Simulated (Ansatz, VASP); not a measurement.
## One calculation of Cr, two programs

INCAR

```
SYSTEM = Cr
  ALGO = Normal
  EDIFF = 1E-6
  ENCUT = 500
  GGA = PE
  GGA_COMPAT = .FALSE.
  ISIF = 2
  ISMEAR = -1
  ISPIN = 2
  LASPH = .TRUE.
  LCHARG = .TRUE.
  LELF = .TRUE.
  LMAXMIX = 4
  LORBIT = 11
  LREAL = .FALSE.
  LVHAR = .TRUE.
  LWAVE = .FALSE.
  MAGMOM = 0
  NBANDS = 16
  NELM = 200
  PREC = Accurate
  SIGMA = 0.1
```

KPOINTS

```
k-points
0
G
  8 8 8
  0 0 0
```

Contents of POSCAR:

```
Cr
1.0
   -1.3925000000      1.3925000000      1.3925000000
    1.3925000000     -1.3925000000      1.3925000000
    1.3925000000      1.3925000000     -1.3925000000
Cr
1
Direct
    0.0000000000      0.0000000000      0.0000000000
```

Input for Ansatz:

```yaml
crystal:
  lattice:
    - [-1.3925, 1.3925, 1.3925]
    - [1.3925, -1.3925, 1.3925]
    - [1.3925, 1.3925, -1.3925]
  atoms:
    - { symbol: Cr, position: [0, 0, 0] }
kpoints:
  mp_grid: { grid: [8, 8, 8], shift: [0, 0, 0] }
hamiltonian:
  xc: pbe
  pseudopotentials: { kind: paw }
magnetization:
  spin_polarized: true
scf:
  occupations: { method: fermi_dirac }
```

Alike in both runs: task single point; functional PBE; k mesh 8 × 8 × 8; collinear spin.

|  | VASP | Ansatz |
| --- | --- | --- |
| version | VASP 6.6.1 | Ansatz 0.2 development build |
| potentials or method | VASP PAW PBE potentials, release 64 (Cr_pv) | PAW hard, scalar-relativistic |
| plane-wave cutoff (eV) | 500 | 930 |
| occupations | fermi-dirac, width 0.1 eV | fermi-dirac |

|  | VASP | Ansatz | Ansatz less VASP |
| --- | --- | --- | --- |
| net moment per atom (μB) | 0.00 | 0.00 | 0.000 |

The k mesh is coarse, so the values compare programs but aren't converged.
